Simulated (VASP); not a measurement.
# PtSe2 (m.A) in VASP: single point with PBEsol+D4

Aim: the single point of PtSe2 (m.A) with PBEsol+D4.

All numbers are computed with VASP 6.6.1; they aren't measurements. Logs are shortened: lines on timing, memory, paths and dates and some standing lists are left out, and cuts for length are marked.

## 1. The cell of the first run

The cell holds a sheet with vacuum, 3 atoms: a = 3.677 Å, b = 3.677 Å, c = 29.040 Å, α = 90.00°, β = 90.00°, γ = 120.00°.

## 2. Single point, PBEsol+D4

INCAR

```
SYSTEM = PtSe2
PREC = Accurate ; ENCUT = 400
EDIFF = 1E-6 ; ISMEAR = 0
SIGMA = 0.03 ; LREAL = .False.
LASPH = .True. ; NELM = 120
ALGO = Normal ; ISIF = 2
LWAVE = .False. ; LCHARG = .True.
LDIPOL = .True. ; IDIPOL = 3
DIPOL = 0.5 0.5 0.286 ; GGA = PS
IVDW = 13 ; LELF = .True.
LVHAR = .True. ; LVACPOTAV = .True.
NBANDS = 18 ; GGA_COMPAT = .False.
NELMDL = -8
```

KPOINTS

```
Automatic mesh
0
Gamma
  12 12 1
  0 0 0
```

POSCAR

```
PtSe2
1.0
    3.6771056093      0.0000000000      0.0000000000
   -1.8385528047      3.1844668701      0.0000000000
    0.0000000000      0.0000000000     29.0400000030
Se Pt
2 1
Direct
    0.3333333333      0.6666666667      0.2411794738
    0.6666666667      0.3333333333      0.3311345757
    0.0000000000      0.0000000000      0.2861570248
```

Potentials or basis: VASP PAW PBE potentials, release 64 (Se, Pt).

Run with:

```console
cat potpaw_PBE.64/Se/POTCAR potpaw_PBE.64/Pt/POTCAR > POTCAR
mpirun -np 1 vasp_std > vasp.out
```

OUTCAR:

```text
SYSTEM = PtSe2
   PREC = Accurate
   ENCUT = 400
   EDIFF = 1E-6
   ISMEAR = 0
   LREAL = .False.
   LASPH = .True.
   NELM = 120
   ISIF = 2
   GGA = PS
   IVDW = 13
   NELMDL = -8

 ion  position               nearest neighbor table
   1  0.333  0.667  0.241-   3 2.49   3 2.49   3 2.49
   2  0.667  0.333  0.331-   3 2.49   3 2.49   3 2.49
   3  0.000  0.000  0.286-   2 2.49   2 2.49   2 2.49   1 2.49   1 2.49   1 2.49

  LATTYP: Found a hexagonal cell.
 ALAT       =     3.6771056093
 C/A-ratio  =     7.8975158966

  Lattice vectors:

 A1 = (   3.6771056093,   0.0000000000,   0.0000000000)
 A2 = (  -1.8385528047,   3.1844668701,   0.0000000000)
 A3 = (   0.0000000000,   0.0000000000,  29.0400000030)

Analysis of symmetry for initial positions (statically):
=====================================================================
 Subroutine PRICEL returns:
 Original cell was already a primitive cell.

 Routine SETGRP: Setting up the symmetry group for a
 hexagonal supercell.

 Subroutine GETGRP returns: Found 12 space group operations
 (whereof  6 operations were pure point group operations)
 out of a pool of 24 trial point group operations.

The static configuration has the point symmetry C_3v.
 The point group associated with its full space group is D_3d.

Analysis of symmetry for dynamics (positions and initial velocities):
=====================================================================
 Subroutine PRICEL returns:
 Original cell was already a primitive cell.

 Routine SETGRP: Setting up the symmetry group for a
 hexagonal supercell.

 Subroutine GETGRP returns: Found 12 space group operations
 (whereof  6 operations were pure point group operations)
 out of a pool of 24 trial point group operations.

The dynamic configuration has the point symmetry C_3v.
 The point group associated with its full space group is D_3d.

 Subroutine INISYM returns: Found 12 space group operations
 (whereof  6 operations are pure point group operations),
 and found     1 'primitive' translations

----------------------------------------------------------------------------------------

                                     Primitive cell

  volume of cell :     340.0474

  direct lattice vectors                    reciprocal lattice vectors
     3.677105609  0.000000000  0.000000000     0.271953027  0.157012153  0.000000000
    -1.838552805  3.184466870  0.000000000     0.000000000  0.314024306  0.000000000
     0.000000000  0.000000000 29.040000003     0.000000000  0.000000000  0.034435262

  length of vectors
     3.677105609  3.677105609 29.040000003     0.314024306  0.314024306  0.034435262

  position of ions in fractional coordinates (direct lattice)
     0.333333333  0.666666667  0.241179474
     0.666666667  0.333333333  0.331134576
     0.000000000  0.000000000  0.286157025

  ion indices of the primitive-cell ions
   primitive index   ion index
                 1           1
                 2           2
                 3           3

----------------------------------------------------------------------------------------

 KPOINTS: Automatic mesh

Automatic generation of k-mesh.
 Grid dimensions read from file:
 generate k-points for:   12   12    1

 Generating k-lattice:

  Cartesian coordinates                     Fractional coordinates (reciprocal lattice)
     0.022662752  0.013084346  0.000000000     0.083333333  0.000000000  0.000000000
     0.000000000  0.026168692  0.000000000     0.000000000  0.083333333  0.000000000
     0.000000000  0.000000000  0.034435262     0.000000000  0.000000000  1.000000000

  Length of vectors
     0.026168692  0.026168692  0.034435262

  Shift w.r.t. Gamma in fractional coordinates (k-lattice)
     0.000000000  0.000000000  0.000000000

 Subroutine IBZKPT returns following result:
 ===========================================

 Found     19 irreducible k-points:

 Following reciprocal coordinates:
            Coordinates               Weight
  0.000000  0.000000  0.000000      1.000000
  0.083333  0.000000  0.000000      6.000000
  0.166667 -0.000000  0.000000      6.000000
  0.250000 -0.000000  0.000000      6.000000
  0.333333 -0.000000  0.000000      6.000000
  0.416667  0.000000  0.000000      6.000000
[... 11 lines left out ...]
  0.333333  0.250000  0.000000     12.000000
  0.333333  0.333333  0.000000      2.000000
   k-points           NKPTS =     19   k-points in BZ     NKDIM =     19   number of bands    NBANDS=     18
   number of dos      NEDOS =    301   number of ions     NIONS =      3
   total plane-waves  NPLWV = 110592
   dimension x,y,z NGX =    24 NGY =   24 NGZ =  192
   dimension x,y,z NGXF=    48 NGYF=   48 NGZF=  384
   ions per type =               2   1
   NGX,Y,Z   is equivalent  to a cutoff of  10.85, 10.85, 10.99 a.u.
   NGXF,Y,Z  is equivalent  to a cutoff of  21.70, 21.70, 21.98 a.u.
 SYSTEM =  PtSe2
   PREC   = accura    normal or accurate (medium, high low for compatibility)
   ISTART =      0    job   : 0-new  1-cont  2-samecut
   ICHARG =      2    charge: 1-file 2-atom 10-const
   ISPIN  =      1    spin polarized calculation?
   LNONCOLLINEAR =      F non collinear calculations
   LSORBIT =      F    spin-orbit coupling
   LASPH  =      T    aspherical Exc in radial PAW
   ENCUT  =  400.0 eV  29.40 Ry    5.42 a.u.   6.00  6.00 47.36*2*pi/ulx,y,z
   NELM   =    120;   NELMIN=  2; NELMDL= -8     # of ELM steps
   EDIFF  = 0.1E-05   stopping-criterion for ELM
   LREAL  =      F    real-space projection
   EDIFFG = 0.1E-04   stopping-criterion for IOM
   NSW    =      0    number of steps for IOM
   IBRION =     -1    ionic relax: 0-MD 1-quasi-New 2-CG
   NFREE  =      0    steps in history (QN), initial steepest desc. (CG)
   ISIF   =      2    stress and relaxation
   ISYM   =      2    0-nonsym 1-usesym 2-fastsym
   POTIM  = 0.5000    time-step for ionic-motion
   TEBEG  =    0.0;   TEEND  =   0.0 temperature during run
   PSTRESS=    0.0 pullay stress
   NELECT =      22.0000    total number of electrons
   NUPDOWN=      -1.0000    fix difference up-down
   EMIN   =  10.00;   EMAX   =-10.00  energy-range for DOS
   EFERMI =   0.00;   METHOD = LEGACY
   ISMEAR =     0;   SIGMA  =   0.03  broadening in eV -4-tet -1-fermi 0-gaus
   EFERMI_NEDOS =   21; number of points for ismear=-14 and -15
   IALGO  =     38    algorithm
   IMIX   =      4    mixing-type and parameters
     AMIX     =   0.40;   BMIX     =  1.00
     AMIX_MAG =   1.60;   BMIX_MAG =  1.00
  volume/ion in A,a.u.               =     113.35       764.92
  Fermi-wavevector in a.u.,A,eV,Ry     =   0.657208  1.241942  5.876653  0.431922
  Thomas-Fermi vector in A             =   1.728642
   LORBIT       =      0    0 simple, 1 ext, 2 COOP (PROOUT), +10 PAW based schemes
   GGA     = PS    functional components
   LHFCALC =     F    Hartree Fock is set to
   AEXX    =    0.0000 exact exchange contribution
   IVDW    =    13    specifies the selected vdW correction
   LEPSILON=     F    determine dielectric tensor
   LRPA    =     F    only Hartree local field effects (RPA)
 non-spin polarized calculation
 Gauss-broadening in eV      SIGMA  =   0.03
  energy-cutoff  :      400.00
  volume of cell :      340.05
 maximum number of plane-waves:      6258
 NGX is ok and might be reduce to    24
   NGX = 11   NGY = 11   NGZ = 95

 dipolmoment           0.000000      0.000000     -0.000007 electrons x Angstroem

 number of electron      22.0000000 magnetization

 dipolmoment           0.000000      0.000000      0.000009 electrons x Angstroem

 Free energy of the ion-electron system (eV)
  ---------------------------------------------------
  ext. energy  EPLUGINS =         0.00000000
  ---------------------------------------------------
  free energy    TOTEN  =       -15.77768081 eV

  energy without entropy =      -15.77768081  energy(sigma->0) =      -15.77768081

 E-fermi :  -3.5108     XC(G=0):  -2.3747

 val. band max:       -3.7053043334   @ k =   0.0833   0.0000   0.0000
 cond. band min:      -2.3155893238   @ k =   0.2500  -0.0000   0.0000
 fundamental gap:      1.3897150096
 Fermi energy:        -3.5107821170

 k-point     1 :       0.0000    0.0000    0.0000
  band No.  band energies     occupation
      1     -17.9884      2.00000
      2     -16.0688      2.00000
      3      -9.0393      2.00000
      4      -9.0352      2.00000
      5      -9.0352      2.00000
      6      -6.7212      2.00000
[... 10 lines left out ...]
     17       1.9581      0.00000
     18       2.4454      0.00000

 k-point     2 :       0.0833    0.0000    0.0000
  band No.  band energies     occupation
      1     -17.9089      2.00000
      2     -16.0741      2.00000
      3      -9.0526      2.00000
      4      -8.9879      2.00000
      5      -8.9603      2.00000
      6      -6.8307      2.00000
[... 10 lines left out ...]
     17       2.2273      0.00000
     18       2.5934      0.00000

 k-point     3 :       0.1667   -0.0000    0.0000
  band No.  band energies     occupation
      1     -17.6799      2.00000
      2     -16.0901      2.00000
      3      -9.0746      2.00000
      4      -8.8625      2.00000
      5      -8.7379      2.00000
      6      -7.2267      2.00000
[... 10 lines left out ...]
     17       2.5879      0.00000
     18       2.7418      0.00000

 k-point     4 :       0.2500   -0.0000    0.0000
  band No.  band energies     occupation
      1     -17.3334      2.00000
      2     -16.1156      2.00000
      3      -9.0767      2.00000
      4      -8.7125      2.00000
      5      -8.4795      2.00000
      6      -7.8197      2.00000
[... 10 lines left out ...]
     17       2.9453      0.00000
     18       3.2420      0.00000

 k-point     5 :       0.3333   -0.0000    0.0000
  band No.  band energies     occupation
      1     -16.9330      2.00000
      2     -16.1470      2.00000
      3      -9.3354      2.00000
      4      -8.6113      2.00000
      5      -8.4921      2.00000
      6      -7.7702      2.00000
[... 10 lines left out ...]
     17       3.4487      0.00000
     18       3.7152      0.00000

 k-point     6 :       0.4167    0.0000    0.0000
  band No.  band energies     occupation
      1     -16.5852      2.00000
      2     -16.1797      2.00000
      3      -9.8669      2.00000
      4      -8.5806      2.00000
      5      -8.2133      2.00000
      6      -7.5519      2.00000
[... 10 lines left out ...]
     17       3.9968      0.00000
     18       4.5920      0.00000

 k-point     7 :       0.5000   -0.0000    0.0000
  band No.  band energies     occupation
      1     -16.4344      2.00000
      2     -16.2019      2.00000
      3     -10.0973      2.00000
      4      -8.5786      2.00000
      5      -7.8573      2.00000
      6      -7.6955      2.00000
[... 10 lines left out ...]
     17       4.5467      0.00000
     18       5.1414      0.00000

 k-point     8 :       0.0833    0.0833    0.0000
  band No.  band energies     occupation
      1     -17.7545      2.00000
      2     -16.0848      2.00000
      3      -9.0640      2.00000
      4      -8.9096      2.00000
      5      -8.8095      2.00000
      6      -6.9895      2.00000
[... 10 lines left out ...]
     17       2.6237      0.00000
     18       2.8673      0.00000
[... 124 lines left out ...]
     17       3.9788      0.00000
     18       4.0947      0.00000

 k-point    15 :       0.3333    0.1667    0.0000
  band No.  band energies     occupation
      1     -16.4651      2.00000
      2     -16.1836      2.00000
      3      -9.6195      2.00000
      4      -8.7623      2.00000
      5      -8.0992      2.00000
      6      -7.4698      2.00000
[... 10 lines left out ...]
     17       4.5237      0.00000
     18       4.8709      0.00000

 k-point    16 :       0.4167    0.1667    0.0000
  band No.  band energies     occupation
      1     -16.3294      2.00000
      2     -16.2043      2.00000
      3      -9.8097      2.00000
      4      -8.7577      2.00000
      5      -7.9436      2.00000
      6      -7.4521      2.00000
[... 10 lines left out ...]
     17       4.7003      0.00000
     18       4.8733      0.00000

 k-point    17 :       0.2500    0.2500    0.0000
  band No.  band energies     occupation
      1     -16.4744      2.00000
      2     -16.1784      2.00000
      3      -9.3479      2.00000
      4      -8.8009      2.00000
      5      -8.3115      2.00000
      6      -7.5731      2.00000
[... 10 lines left out ...]
     17       4.7892      0.00000
     18       4.8332      0.00000

 k-point    18 :       0.3333    0.2500    0.0000
  band No.  band energies     occupation
      1     -16.2756      2.00000
      2     -16.1974      2.00000
      3      -9.4670      2.00000
      4      -8.8243      2.00000
      5      -8.4286      2.00000
      6      -7.4020      2.00000
[... 10 lines left out ...]
     17       5.0620      0.00000
     18       5.4461      0.00000

 k-point    19 :       0.3333    0.3333    0.0000
  band No.  band energies     occupation
      1     -16.2030      2.00000
      2     -16.2030      2.00000
      3      -9.2088      2.00000
      4      -8.8492      2.00000
      5      -8.8492      2.00000
      6      -7.2998      2.00000
[... 10 lines left out ...]
     17       5.1424      0.00000
     18       5.3798      0.00000

------------------------ aborting loop because EDIFF is reached ----------------------------------------

  DFT-D4 for vdW energy calculation

  Edisp (eV):   -0.49898

  FORCE on cell =-STRESS in cart. coord.  units (eV):
  Direction    XX          YY          ZZ          XY          YZ          ZX
  --------------------------------------------------------------------------------------
  -------------------------------------------------------------------------------------
  Total       0.01793     0.01793     0.00469    -0.00000     0.00000     0.00000
  in kB       0.08449     0.08449     0.02212    -0.00000     0.00000     0.00000
  external pressure =        0.06 kB  Pullay stress =        0.00 kB

 VOLUME and BASIS-vectors are now :
 -----------------------------------------------------------------------------
  energy-cutoff  :      400.00
  volume of cell :      340.05
      direct lattice vectors                 reciprocal lattice vectors
     3.677105609  0.000000000  0.000000000     0.271953027  0.157012153  0.000000000
    -1.838552805  3.184466870  0.000000000     0.000000000  0.314024306  0.000000000
     0.000000000  0.000000000 29.040000003     0.000000000  0.000000000  0.034435262

 POSITION                                       TOTAL-FORCE (eV/Angst)
 -----------------------------------------------------------------------------------
     -0.00000      2.12298      7.00385        -0.000000      0.000000     -0.010535
      1.83855      1.06149      9.61615         0.000000     -0.000000      0.010535
      0.00000      0.00000      8.31000        -0.000000      0.000000     -0.000000
 -----------------------------------------------------------------------------------
    total drift:                                0.000000     -0.000000      0.000065

  FREE ENERGIE OF THE ION-ELECTRON SYSTEM (eV)
  ---------------------------------------------------
  free  energy   TOTEN  =       -16.2766562998 eV

  energy  without entropy=      -16.2766562998  energy(sigma->0) =      -16.27665630

 vacuum level on the upper side and lower side of the slab         1.977         1.977
```

Wall time 2 min (1 thread of Intel Xeon Platinum 8488C (Sapphire Rapids), shared host); peak memory 0.34 GiB.

What came out:

```
Free energy                : -16.2767 eV
Largest force              : 0.011 eV/Å
Band gap on the k mesh     : 1.39 eV, indirect (least direct gap 1.68 eV)
Dispersion energy per atom : -0.166 eV
```

Forces in eV/Å, atoms in the order of the input:
```
Se   0.000  0.000 -0.011
Se   0.000  0.000  0.011
Pt   0.000  0.000  0.000
```

Caveat: the PAW data sets were made with another functional, which shifts forces and pressure a little; spin-orbit coupling is left out, which moves the levels of the heavy elements.
